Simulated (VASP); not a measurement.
# Al2Cu (I4/mcm) in VASP: notebook

Runs on Al2Cu. Level: PBEsol. Tasks: single point.

Everything below comes from runs of VASP 6.6.1. Logs are shortened: lines on timing, memory, paths and dates and some standing lists are left out, and cuts for length are marked.

## (1) The cell of the first run

Symmetry: I4/mcm, No. 140, tetragonal system. The conventional cell has a = 6.113 Å, b = 6.113 Å, c = 4.924 Å, α = 90.00°, β = 90.00°, γ = 90.00°. Al (site symmetry m2m) has 4 Cu at 2.61 Å and 11 Al at 2.75 to 3.25 Å within 3.4 Å. Cu (site symmetry 422) has 2 Cu at 2.46 Å and 8 Al at 2.61 Å within 3.3 Å.

## (2) Single point, PBEsol

Contents of INCAR:

```
SYSTEM = Al2Cu
PREC     = Accurate       ! precision mode
ENCUT    = 520            ! plane-wave cutoff, eV
EDIFF    = 1E-7           ! SCF threshold, eV
ISMEAR   = 0              ! smearing method
SIGMA    = 0.15           ! smearing width, eV
LREAL    = .FALSE.        ! projectors in reciprocal space
LASPH    = .TRUE.         ! aspherical terms in the spheres
NELM     = 80             ! most SCF steps
ALGO     = Fast           ! electronic algorithm
ISIF     = 2              ! what is computed and relaxed
LWAVE    = .FALSE.        ! write WAVECAR
LCHARG   = .FALSE.        ! write CHGCAR
GGA      = PS             ! functional
NBANDS   = 26             ! bands
```

Contents of KPOINTS:

```
regular mesh
0
G
  10 10 10
  0 0 0
```

Contents of POSCAR:

```
Al2Cu
1.0
   -3.0564500000      3.0564500000      2.4621000000
    3.0564500000     -3.0564500000      2.4621000000
    3.0564500000      3.0564500000     -2.4621000000
Al Cu
4 2
Direct
    0.1593210787      0.6593210787      0.8186421574
    0.6593210787      0.8406789213      0.5000000000
    0.8406789213      0.3406789213      0.1813578426
    0.3406789213      0.1593210787      0.5000000000
    0.7500000000      0.7500000000      0.0000000000
    0.2500000000      0.2500000000      0.0000000000
```

Potentials or basis: VASP PAW PBE potentials, release 64 (Al, Cu).

On the command line:

```console
> cat potpaw_PBE.64/Al/POTCAR potpaw_PBE.64/Cu/POTCAR > POTCAR
> mpirun -np 1 vasp_std > vasp.out
```

OUTCAR:

```text
SYSTEM = Al2Cu
   PREC = Accurate
   ENCUT = 520
   EDIFF = 1E-7
   ISMEAR = 0
   LREAL = .FALSE.
   LASPH = .TRUE.
   NELM = 80
   ISIF = 2
   GGA = PS

 ion  position               nearest neighbor table
   1  0.159  0.659  0.819-   5 2.61   6 2.61   5 2.61   6 2.61   3 2.75   3 2.92   3 2.92   4 3.14
                             2 3.14   2 3.14   4 3.14   4 3.25   2 3.25   2 3.25   4 3.25
   2  0.659  0.841  0.500-   6 2.61   5 2.61   5 2.61   6 2.61   4 2.75   4 2.92   4 2.92   3 3.14
                             1 3.14   1 3.14   3 3.14   1 3.25   3 3.25   1 3.25   3 3.25
   3  0.841  0.341  0.181-   5 2.61   6 2.61   5 2.61   6 2.61   1 2.75   1 2.92   1 2.92   2 3.14
                             4 3.14   4 3.14   2 3.14   4 3.25   2 3.25   4 3.25   2 3.25
   4  0.341  0.159  0.500-   5 2.61   6 2.61   6 2.61   5 2.61   2 2.75   2 2.92   2 2.92   3 3.14
                             1 3.14   1 3.14   3 3.14   1 3.25   3 3.25   3 3.25   1 3.25
   5  0.750  0.750  0.000-   6 2.46   6 2.46   4 2.61   2 2.61   4 2.61   2 2.61   1 2.61   3 2.61
                             3 2.61   1 2.61
   6  0.250  0.250  0.000-   5 2.46   5 2.46   2 2.61   4 2.61   2 2.61   4 2.61   3 2.61   1 2.61
                             1 2.61   3 2.61

  LATTYP: Found a body centered tetragonal cell.
 ALAT       =     6.1129000000
 C/A-ratio  =     0.8055423776

  Lattice vectors:

 A1 = (  -3.0564500000,   3.0564500000,   2.4621000000)
 A2 = (   3.0564500000,  -3.0564500000,   2.4621000000)
 A3 = (   3.0564500000,   3.0564500000,  -2.4621000000)

Analysis of symmetry for initial positions (statically):
=====================================================================
 Subroutine PRICEL returns:
 Original cell was already a primitive cell.

 Routine SETGRP: Setting up the symmetry group for a
 body centered tetragonal supercell.

 Subroutine GETGRP returns: Found 16 space group operations
 (whereof  8 operations were pure point group operations)
 out of a pool of 16 trial point group operations.

The static configuration has the point symmetry C_4h.
 The point group associated with its full space group is D_4h.

Analysis of symmetry for dynamics (positions and initial velocities):
=====================================================================
 Subroutine PRICEL returns:
 Original cell was already a primitive cell.

 Routine SETGRP: Setting up the symmetry group for a
 body centered tetragonal supercell.

 Subroutine GETGRP returns: Found 16 space group operations
 (whereof  8 operations were pure point group operations)
 out of a pool of 16 trial point group operations.

The dynamic configuration has the point symmetry C_4h.
 The point group associated with its full space group is D_4h.

[... 114 lines left out ...]
   POTIM  = 0.5000    time-step for ionic-motion
   TEBEG  =    0.0;   TEEND  =   0.0 temperature during run
   PSTRESS=    0.0 pullay stress
   NELECT =      34.0000    total number of electrons
   NUPDOWN=      -1.0000    fix difference up-down
   EMIN   =  10.00;   EMAX   =-10.00  energy-range for DOS
   EFERMI =   0.00;   METHOD = LEGACY
   ISMEAR =     0;   SIGMA  =   0.15  broadening in eV -4-tet -1-fermi 0-gaus
   EFERMI_NEDOS =   21; number of points for ismear=-14 and -15
   IALGO  =     68    algorithm
   IMIX   =      4    mixing-type and parameters
     AMIX     =   0.40;   BMIX     =  1.00
     AMIX_MAG =   1.60;   BMIX_MAG =  1.00
  volume/ion in A,a.u.               =      15.33       103.48
  Fermi-wavevector in a.u.,A,eV,Ry     =   1.174810  2.220069 18.778476  1.380179
  Thomas-Fermi vector in A             =   2.311201
   LORBIT       =      0    0 simple, 1 ext, 2 COOP (PROOUT), +10 PAW based schemes
   GGA     = PS    functional components
   LHFCALC =     F    Hartree Fock is set to
   AEXX    =    0.0000 exact exchange contribution
   IVDW    =     0    specifies the selected vdW correction
   LEPSILON=     F    determine dielectric tensor
   LRPA    =     F    only Hartree local field effects (RPA)
 non-spin polarized calculation
 RMM-DIIS sequential band-by-band and
 Gauss-broadening in eV      SIGMA  =   0.15
  energy-cutoff  :      520.00
  volume of cell :       92.00
 maximum number of plane-waves:      2495
 NGX is ok and might be reduce to    40
   NGX = 19   NGY = 19   NGZ = 19

 number of electron      33.9999989 magnetization

 Free energy of the ion-electron system (eV)
  ---------------------------------------------------
  ext. energy  EPLUGINS =         0.00000000
  ---------------------------------------------------
  free energy    TOTEN  =       -25.93437504 eV

  energy without entropy =      -25.91281224  energy(sigma->0) =      -25.92359364

 E-fermi :   7.5554     XC(G=0): -10.8274

 val. band max:        7.5535164288   @ k =  -0.1000   0.3000   0.1000
 cond. band min:       7.5692073115   @ k =   0.1000   0.1000   0.0000
 fundamental gap:      0.0156908827
 Fermi energy:         7.5554448431

 k-point     1 :       0.0000    0.0000    0.0000
  band No.  band energies     occupation
      1      -2.9720      2.00000
      2       2.3849      2.00000
      3       2.6019      2.00000
      4       2.6019      2.00000
      5       2.6301      2.00000
      6       3.4874      2.00000
[... 685 lines left out ...]
     25      14.4312      0.00000
     26      14.4387      0.00000

 [... further k-points ...]

------------------------ aborting loop because EDIFF is reached ----------------------------------------

  FORCE on cell =-STRESS in cart. coord.  units (eV):
  Direction    XX          YY          ZZ          XY          YZ          ZX
  --------------------------------------------------------------------------------------
  -------------------------------------------------------------------------------------
  Total       -3.1663762     -3.1663762     -3.2187158      0.0000000     -0.0000000      0.0000000
  in kB      -55.1407702    -55.1407702    -56.0522366      0.0000000     -0.0000000      0.0000000
  external PRESSURE =     -55.4445924 kB  Pullay stress =       0.0000000 kB

 VOLUME and BASIS-vectors are now :
 -----------------------------------------------------------------------------
  energy-cutoff  :      520.00
  volume of cell :       92.00
      direct lattice vectors                 reciprocal lattice vectors
    -3.056450000  3.056450000  2.462100000     0.000000000  0.163588477  0.203078673
     3.056450000 -3.056450000  2.462100000     0.163588477  0.000000000  0.203078673
     3.056450000  3.056450000 -2.462100000     0.163588477  0.163588477  0.000000000

 POSITION                                       TOTAL-FORCE (eV/Angst)
 -----------------------------------------------------------------------------------
      4.03036      0.97391      0.00000         0.024023      0.024023      0.000000
      2.08254      0.97391      2.46210        -0.024023      0.024023      0.000000
     -0.97391      2.08254      2.46210        -0.024023     -0.024023     -0.000000
      0.97391      2.08254      0.00000         0.024023     -0.024023      0.000000
      0.00000      0.00000      3.69315         0.000000      0.000000      0.000000
      0.00000      0.00000      1.23105         0.000000      0.000000      0.000000
 -----------------------------------------------------------------------------------
    total drift:                               -0.000000     -0.000000      0.000000

  FREE ENERGIE OF THE ION-ELECTRON SYSTEM (eV)
  ---------------------------------------------------
  free  energy   TOTEN  =       -25.9343750447 eV

  energy  without entropy=      -25.9128122364  energy(sigma->0) =      -25.92359364
```

It took 4.1 min on 1 thread of AMD EPYC 9R45 (Zen 5), shared host; peak memory 0.34 GiB.

What came out:

```yaml
Free_energy: -25.9344 eV
Pressure: -5.5 GPa
Largest_force: 0.034 eV/Å
Band_gap_on_the_k_mesh: zero (bands 17 and 18 overlap by 4.25 eV)
```

Forces on the atoms (eV/Å):
```
Al   0.024  0.024  0.000
Al  -0.024  0.024  0.000
Al  -0.024 -0.024  0.000
Al   0.024 -0.024  0.000
Cu   0.000  0.000  0.000
Cu   0.000  0.000  0.000
```

Stress tensor (GPa, compression positive):
```
-5.51  0.00  0.00
 0.00 -5.51  0.00
 0.00  0.00 -5.61
```

Caveat: the cell stands under tension; the PAW data sets were made with another functional, which shifts forces and pressure a little.

## (3) Single point, PBEsol

This run uses another cell than the first one, of 13.74 Å³/atom.

Contents of INCAR:

```
SYSTEM = Al2Cu
ALGO = Fast
EDIFF = 1E-6
ENCUT = 520
GGA = PS
ISIF = 2
ISMEAR = 0
LASPH = .TRUE.
LCHARG = .FALSE.
LREAL = .FALSE.
LWAVE = .FALSE.
NBANDS = 26
NELM = 60
PREC = Accurate
SIGMA = 0.15
```

Contents of KPOINTS:

```
k-points
0
G
  10 10 10
  0 0 0
```

POSCAR, as its differences from that of step 2:

```diff
@@ -2,5 +2,5 @@
 1.0
-   -3.0564500000      3.0564500000      2.4621000000
-    3.0564500000     -3.0564500000      2.4621000000
-    3.0564500000      3.0564500000     -2.4621000000
+   -2.9665500000      2.9665500000      2.3414000000
+    2.9665500000     -2.9665500000      2.3414000000
+    2.9665500000      2.9665500000     -2.3414000000
 Al Cu
```

Potentials or basis: VASP PAW PBE potentials, release 64 (Al, Cu).

On the command line:

```console
> cat potpaw_PBE.64/Al/POTCAR potpaw_PBE.64/Cu/POTCAR > POTCAR
> mpirun -np 1 vasp_std > vasp.out
```

OUTCAR:

```text
SYSTEM = Al2Cu
   EDIFF = 1E-6
   ENCUT = 520
   GGA = PS
   ISIF = 2
   ISMEAR = 0
   LASPH = .TRUE.
   LREAL = .FALSE.
   NELM = 60
   PREC = Accurate

 ion  position               nearest neighbor table
   1  0.159  0.659  0.819-   5 2.52   6 2.52   5 2.52   6 2.52   3 2.67   3 2.79   3 2.79   4 3.01
                             2 3.01   2 3.01   4 3.01   4 3.16   2 3.16   2 3.16   4 3.16
   2  0.659  0.841  0.500-   6 2.52   5 2.52   5 2.52   6 2.52   4 2.67   4 2.79   4 2.79   3 3.01
                             1 3.01   1 3.01   3 3.01   1 3.16   3 3.16   1 3.16   3 3.16
   3  0.841  0.341  0.181-   5 2.52   6 2.52   5 2.52   6 2.52   1 2.67   1 2.79   1 2.79   2 3.01
                             4 3.01   4 3.01   2 3.01   4 3.16   2 3.16   4 3.16   2 3.16
   4  0.341  0.159  0.500-   5 2.52   6 2.52   6 2.52   5 2.52   2 2.67   2 2.79   2 2.79   3 3.01
                             1 3.01   1 3.01   3 3.01   1 3.16   3 3.16   3 3.16   1 3.16
   5  0.750  0.750  0.000-   6 2.34   6 2.34   4 2.52   2 2.52   4 2.52   2 2.52   1 2.52   3 2.52
                             3 2.52   1 2.52
   6  0.250  0.250  0.000-   5 2.34   5 2.34   2 2.52   4 2.52   2 2.52   4 2.52   3 2.52   1 2.52
                             1 2.52   3 2.52

  LATTYP: Found a body centered tetragonal cell.
 ALAT       =     5.9331000000
 C/A-ratio  =     0.7892669936
[... 200 lines left out ...]
  band No.  band energies     occupation
      1      -2.5280      2.00000
      2       3.0683      2.00000
      3       3.2236      2.00000
      4       3.2775      2.00000
      5       3.2775      2.00000
      6       4.2633      2.00000
[... 685 lines left out ...]
     25      15.9923      0.00000
     26      16.1634      0.00000

 [... further k-points ...]

------------------------ aborting loop because EDIFF is reached ----------------------------------------

  FORCE on cell =-STRESS in cart. coord.  units (eV):
  Direction    XX          YY          ZZ          XY          YZ          ZX
  --------------------------------------------------------------------------------------
  -------------------------------------------------------------------------------------
  Total        2.7292112      2.7292112      4.4654978      0.0000000      0.0000000      0.0000000
  in kB       53.0528564     53.0528564     86.8043541      0.0000000      0.0000000      0.0000000
  external PRESSURE =      64.3033556 kB  Pullay stress =       0.0000000 kB

 VOLUME and BASIS-vectors are now :
 -----------------------------------------------------------------------------
  energy-cutoff  :      520.00
  volume of cell :       82.42
      direct lattice vectors                 reciprocal lattice vectors
    -2.966550000  2.966550000  2.341400000     0.000000000  0.168545954  0.213547450
     2.966550000 -2.966550000  2.341400000     0.168545954  0.000000000  0.213547450
     2.966550000  2.966550000 -2.341400000     0.168545954  0.168545954  0.000000000

 POSITION                                       TOTAL-FORCE (eV/Angst)
 -----------------------------------------------------------------------------------
      3.91182      0.94527      0.00000        -0.078638     -0.078638     -0.000000
      2.02128      0.94527      2.34140         0.078638     -0.078638     -0.000000
     -0.94527      2.02128      2.34140         0.078638      0.078638      0.000000
      0.94527      2.02128      0.00000        -0.078638      0.078638     -0.000000
      0.00000      0.00000      3.51210        -0.000000      0.000000     -0.000000
      0.00000      0.00000      1.17070        -0.000000      0.000000     -0.000000
 -----------------------------------------------------------------------------------
    total drift:                                0.000000     -0.000000      0.000000

  FREE ENERGIE OF THE ION-ELECTRON SYSTEM (eV)
  ---------------------------------------------------
  free  energy   TOTEN  =       -25.9251510307 eV

  energy  without entropy=      -25.9060116091  energy(sigma->0) =      -25.91558132
```

OSZICAR:

```text
N       E                     dE             d eps       ncg     rms          rms(c)
DAV:   1     0.187640365784E+03    0.18764E+03   -0.13792E+04  5304   0.150E+03
DAV:   2    -0.188565982842E+02   -0.20650E+03   -0.19400E+03  5330   0.294E+02
DAV:   3    -0.311035919762E+02   -0.12247E+02   -0.11519E+02  6766   0.908E+01
DAV:   4    -0.314568259254E+02   -0.35323E+00   -0.35154E+00  7994   0.137E+01
DAV:   5    -0.314613942050E+02   -0.45683E-02   -0.45673E-02  8004   0.158E+00    0.230E+01
RMM:   6    -0.368874771733E+02   -0.54261E+01   -0.11302E+02  6490   0.143E+02    0.196E+01
RMM:   7    -0.262262860164E+02    0.10661E+02   -0.34122E+01  5680   0.812E+01    0.310E+00
RMM:   8    -0.259892875148E+02    0.23700E+00   -0.20365E+00  5864   0.199E+01    0.122E+00
RMM:   9    -0.259313846499E+02    0.57903E-01   -0.43470E-01  6052   0.282E+00    0.586E-01
RMM:  10    -0.259299116162E+02    0.14730E-02   -0.70390E-02  6533   0.337E+00    0.456E-01
RMM:  11    -0.259250080304E+02    0.49036E-02   -0.11554E-02  6749   0.112E+00    0.149E-01
RMM:  12    -0.259251732886E+02   -0.16526E-03   -0.38709E-03  7620   0.455E-01    0.803E-02
RMM:  13    -0.259252078196E+02   -0.34531E-04   -0.82182E-04  7281   0.183E-01    0.400E-02
RMM:  14    -0.259251501687E+02    0.57651E-04   -0.15390E-04  6655   0.118E-01    0.273E-02
RMM:  15    -0.259251524832E+02   -0.23145E-05   -0.66979E-05  7778   0.575E-02    0.230E-02
RMM:  16    -0.259251528600E+02   -0.37686E-06   -0.10327E-05  6068   0.223E-02    0.287E-02
RMM:  17    -0.259251511377E+02    0.17223E-05   -0.32942E-06  5390   0.197E-02    0.132E-02
RMM:  18    -0.259251510307E+02    0.10698E-06   -0.17038E-06  4259   0.929E-03
   1 F= -.25925151E+02 E0= -.25915581E+02  d E =-.191394E-01
```

stdout:

```text
POSCAR found type information on POSCAR AlCu
 POSCAR found :  2 types and       6 ions
 scaLAPACK will be used
 -----------------------------------------------------------------------------
|                                                                             |
|                                                                             |
|     You enforced a specific xc type in the INCAR file but a different       |
|     I HOPE YOU KNOW WHAT YOU ARE DOING!                                     |
|                                                                             |
 -----------------------------------------------------------------------------

 LDA part: xc-table for (Slater+PW92), standard interpolation
 POSCAR, INCAR and KPOINTS ok, starting setup
 FFT: planning ... GRIDC
 FFT: planning ... GRID_SOFT
 FFT: planning ... GRID
 WAVECAR not read
 entering main loop
```

Wall time 4.5 min (1 thread of AMD EPYC 7R13 (Zen 3), shared host); peak memory 0.3 GiB.

Results:

* Free energy: -25.9252 eV
* Pressure: 6.4 GPa
* Largest force: 0.111 eV/Å
* Band gap on the k mesh: zero (bands 17 and 18 overlap by 4.78 eV)

Forces on the atoms (eV/Å):
```
Al  -0.079 -0.079  0.000
Al   0.079 -0.079  0.000
Al   0.079  0.079  0.000
Al  -0.079  0.079  0.000
Cu   0.000  0.000  0.000
Cu   0.000  0.000  0.000
```

Levels at points of the mesh, in eV from the Fermi level:
```
           k point  band 15  band 16  band 17  band 18  band 19  band 20
(0.00, 0.00, 0.00)    -1.45    -1.34    -1.34    -0.97    -0.02    -0.02
(0.50, 0.00, 0.00)    -2.80    -2.80     0.13     0.13     4.09     4.09
(0.50, 0.50, 0.00)    -1.78    -1.53    -0.78    -0.62     0.70     1.18
(0.50, 0.50, 0.50)    -3.43    -1.86     2.76     2.94     2.94     3.38
```

Caveat: the cell stands under pressure; the PAW data sets were made with another functional, which shifts forces and pressure a little.

(Part 1 of 3 ends here.)
